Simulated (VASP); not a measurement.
Crystal: K2S.

```
CELL_PARAMETERS angstrom
0.00000 3.70272 3.70272
3.70272 0.00000 3.70272
3.70272 3.70272 0.00000
ATOMIC_POSITIONS crystal
K 0.25000 0.25000 0.25000
K 0.75000 0.75000 0.75000
S 0.00000 0.00000 0.00000
```

Program: VASP 6.6.1. Alike in all runs: task single point; potentials or basis VASP PAW PBE potentials, release 64 (K_sv, S); no spin polarisation; cell as given; smearing gaussian 0.01 eV.

Question: Order these runs on this cell by their band gap on the k mesh, lowest first.
A. level PBE; k mesh 6 × 6 × 6; cutoff (eV) 500
B. level HSE06; k mesh 4 × 4 × 4; cutoff (eV) 400; grid for exact exchange (PRECFOCK) Normal; share of exact exchange 0.25; screening parameter 0.2079 1/Å
C. level r2SCAN; k mesh 4 × 4 × 4; cutoff (eV) 550
D. level PBE0; k mesh 4 × 4 × 4; cutoff (eV) 400; grid for exact exchange (PRECFOCK) Normal; share of exact exchange 0.25

Answer: A (2.38 eV), C (2.76 eV), B (3.31 eV), D (4.02 eV).

A k mesh can miss the band edges.
